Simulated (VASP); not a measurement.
Wanted: the native input for a VASP 6.6.1 run.

| Property | Result |
| --- | --- |
| Task | single point |
| Functional | HSE06 |
| Potentials or basis | VASP PAW PBE potentials, release 64 (Cd, Se) |
| Cutoff | 520 eV |
| k mesh | 6 × 6 × 6 |
| Occupations | gaussian, width 0.01 eV |
| Spin | no spin polarisation |
| Dipole correction | no |
| Grid for exact exchange (PRECFOCK) | Normal |
| Further INCAR settings | ALGO = Normal; EDIFF = 1e-06; NBANDS = 16 |
| Share of exact exchange | 0.25 |
| Screening parameter | 0.2079 1/Å |

The system is CdSe.

```
CELL_PARAMETERS angstrom
0.00000 3.05244 3.05244
3.05244 0.00000 3.05244
3.05244 3.05244 0.00000
ATOMIC_POSITIONS crystal
Cd 0.00000 0.00000 0.00000
Se 0.25000 0.25000 0.25000
```

This cell differs from its parent crystal: strain -0.5%.

These files were run (other wordings do the same):

POSCAR

```
CdSe
1.0
    0.0000000000      3.0524420594      3.0524420594
    3.0524420594      0.0000000000      3.0524420594
    3.0524420594      3.0524420594      0.0000000000
Cd Se
1 1
Direct
    0.0000000000      0.0000000000      0.0000000000
    0.2500000000      0.2500000000      0.2500000000
```

INCAR.step1

```
SYSTEM = CdSe
PREC = Accurate
ENCUT = 520
EDIFF = 1E-5
ISMEAR = 0
SIGMA = 0.01
LREAL = .FALSE.
LASPH = .TRUE.
NELM = 60
ALGO = Normal
ISIF = 2
LWAVE = .TRUE.
LCHARG = .FALSE.
NBANDS = 16
GGA = PE
```

INCAR.step2

```
SYSTEM = CdSe
PREC = Accurate
ENCUT = 520
EDIFF = 1E-6
ISMEAR = 0
SIGMA = 0.01
LREAL = .FALSE.
LASPH = .TRUE.
NELM = 60
ALGO = Normal
ISIF = 2
LWAVE = .FALSE.
LCHARG = .FALSE.
GGA = PE
LHFCALC = .TRUE.
HFSCREEN = 0.2079
PRECFOCK = Normal
NBANDS = 16
ISTART = 1
```

KPOINTS

```
Automatic mesh
0
G
  6 6 6
  0 0 0
```

Potentials or basis: VASP PAW PBE potentials, release 64 (Cd, Se).

Run with:

```sh
$ cat potpaw_PBE.64/Cd/POTCAR potpaw_PBE.64/Se/POTCAR > POTCAR
$ cp INCAR.step1 INCAR
$ mpirun -np 1 vasp_std > vasp.out
$ cp INCAR.step2 INCAR
$ mpirun -np 1 vasp_std > vasp.out
```

It gave:

The pressure is 1.2 GPa and the band gap on the k mesh is 1.52 eV.

Caveat: the cell differs from its parent crystal (strain -0.5%); the structure was generated, so it needn't be the stable form of CdSe; the PAW data sets were made with another functional, which shifts forces and pressure a little.

Wall time 59 min on 1 thread of AMD EPYC 7R13 Processor (Zen 3), with other jobs on the host, peak memory 0.28 GiB.
